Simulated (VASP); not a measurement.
Input of a VASP 6.6.1 run:

Contents of INCAR:

```
PREC = Accurate
ENCUT = 520
EDIFF = 1E-6
ISMEAR = -1
SIGMA = 0.05
LREAL = False
LASPH = True
NELM = 80
ALGO = Normal
ISIF = 2
LWAVE = False
LCHARG = False
GGA = PE
NBANDS = 18
```

Contents of KPOINTS:

```
Automatic mesh
0
Gamma
  8 8 8
```

POSCAR

```
BiS
1.0
    2.1092708700      1.2177881000      3.5004874800
   -2.1092708700      1.2177881000      3.5004874800
    0.0000000000     -2.4355762100      3.5004874800
Bi S
1 1
Direct
    0.0000000000      0.0000000000      0.0000000000
    0.5000000000      0.5000000000      0.5000000000
```

Potentials or basis: VASP PAW PBE potentials, release 64 (Bi_d, S).

Run with:

```sh
$ cat potpaw_PBE.64/Bi_d/POTCAR potpaw_PBE.64/S/POTCAR > POTCAR
$ mpirun -np 1 vasp_std > vasp.out
```

Problem. Estimate the pressure.

Solution. -1.4 GPa.

Stress tensor (GPa, compression positive):
```
-1.57  0.00  0.00
 0.00 -1.57  0.00
 0.00  0.00 -1.04
```
